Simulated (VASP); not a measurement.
Write the native input for VASP 6.6.1 that does the following.

```yaml
Task: single point
Functional: LDA
Potentials_or_basis: VASP PAW LDA potentials, release 64 (Cu, O)
Cutoff: 520 eV
k_mesh: 14 × 14 × 14
Occupations: gaussian, width 0.15 eV
Spin: no spin polarisation
Dipole_correction: no
Further_INCAR_settings: ALGO = Normal; EDIFF = 1e-07; NBANDS = 30
```

The structure of Cu3O2 lies in POSCAR:

```
Cu3O2
1.0
   -1.9941000000      1.9941000000      3.3971000000
    1.9941000000     -1.9941000000      3.3971000000
    1.9941000000      1.9941000000     -3.3971000000
Cu O
3 2
Direct
    0.2500000000      0.7500000000      0.5000000000
    0.7500000000      0.2500000000      0.5000000000
    0.0000000000      0.0000000000      0.0000000000
    0.0000000000      0.5000000000      0.5000000000
    0.5000000000      0.0000000000      0.5000000000
```

One way to write it, as run:

INCAR

```
PREC = Accurate
ENCUT = 520
EDIFF = 1E-7
ISMEAR = 0
SIGMA = 0.15
LREAL = False
LASPH = True
NELM = 80
ALGO = Normal
ISIF = 2
LWAVE = False
LCHARG = True
LELF = True
LVHAR = True
NBANDS = 30
```

KPOINTS

```
regular mesh
0
Gamma
  14 14 14
```

Potentials or basis: VASP PAW LDA potentials, release 64 (Cu, O).

Launch:

```console
$ cat potpaw_LDA.64/Cu/POTCAR potpaw_LDA.64/O/POTCAR > POTCAR
$ mpirun -np 1 vasp_std > vasp.out
```

It gave:

- Pressure: 15.2 GPa
- Band gap on the k mesh: zero (an odd number of electrons rules out a gap without spin polarisation)

Caveat: the stress differs along the axes, from 1 to 43 GPa; an odd number of electrons without spin polarisation forces a metal; a magnetic or distorted state may lie lower.

Run time: 17 min on 1 thread of Intel Xeon 8259CL, with other jobs on the host, peak memory 0.41 GiB.
